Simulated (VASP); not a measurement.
Input of a VASP 6.6.1 run:

Contents of INCAR:

```
ALGO = Normal
EDIFF = 1E-7
EDIFFG = -0.01
ENCUT = 600
GGA = PE
IBRION = 2
ISIF = 3
ISMEAR = -1
LASPH = True
LCHARG = False
LREAL = False
LWAVE = False
NELM = 100
NSW = 60
PREC = Accurate
PSTRESS = 300.0
SIGMA = 0.05
```

File KPOINTS:

```
k-points
0
Gamma
  9 9 7
```

Contents of POSCAR:

```
HfN
1.0
    3.4332100000      0.0000000000      0.0000000000
   -1.7166000000      2.9732400000      0.0000000000
    0.0000000000      0.0000000000      3.9698200000
Hf N
1 1
Direct
    0.0000000000      0.0000000000      0.5000000000
    0.0000000000      0.0000000000      0.0000000000
```

Potentials or basis: VASP PAW PBE potentials, release 64 (Hf_pv, N).

Launch:

```sh
$ cat potpaw_PBE.64/Hf_pv/POTCAR potpaw_PBE.64/N/POTCAR > POTCAR
$ mpirun -np 1 vasp_std > vasp.out
```

Task: Estimate the space group after relaxing (to 0.05 Å).

Result: P6/mmm (No. 191).

Task: Predict the relaxed cell.

Result: a = 2.913 Å, b = 2.913 Å, c = 3.966 Å, α = 90.00°, β = 90.00°, γ = 120.00°.

Task: What does it give for the relaxed volume?

Result: 14.58 Å³/atom.

Final structure:
```cif
data_structure
_symmetry_space_group_name_H-M 'P 1'
_symmetry_Int_Tables_number 1
_cell_length_a 2.9135
_cell_length_b 2.9135
_cell_length_c 3.9658
_cell_angle_alpha 90.000
_cell_angle_beta 90.000
_cell_angle_gamma 120.000
_cell_volume 29.15
loop_
_atom_site_label
_atom_site_type_symbol
_atom_site_fract_x
_atom_site_fract_y
_atom_site_fract_z
_atom_site_occupancy
Hf1 Hf 0.00000 0.00000 0.50000 1
N1 N 0.00000 0.00000 0.00000 1
```

Caveat: the cell is relaxed towards a set pressure, so the enthalpy falls and the energy may rise; the volume moved by over 15 % at a fixed basis, so the end points are rough.
